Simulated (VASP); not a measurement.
Runs of VASP 6.6.1 on Pb. The structure is that of space group Fm-3m (No. 225), or close to it. The cells are those of the table. 

```csv
cell,gap on the mesh (eV),pressure (GPa)
"a = 3.353 Å, angles 60.0°, 1 atom",none,(a)
"a = 3.772 Å, angles 60.0°, 1 atom",none,-4.6
"a = 3.213 Å, angles 60.0°, 1 atom",none,26.1
"a = 3.703, b = 3.703, c = 3.633 Å, angles 60.6, 60.6, 58.7°, 1 atom",none,-3.1
"a = 3.633 Å, angles 60.0°, 1 atom",none,(b)
"a = 3.563, b = 3.563, c = 3.493 Å, angles 60.7, 60.7, 58.7°, 1 atom",none,0.8
```

Alike in all rows: task single point; level PBE; potentials or basis VASP PAW PBE potentials, release 64 (Pb_d); no spin polarisation; k mesh 16 × 16 × 16; cutoff (eV) 520; smearing gaussian 0.15 eV.

Estimate the missing entries.

(a) 11.3; (b) -2.1.

Caveats: spin-orbit coupling is left out, which moves the levels of the heavy elements.

A k mesh can miss the band edges, and the runs leave out spin-orbit coupling on Pb.

A gap of «none» marks levels without a gap at the run's occupations.
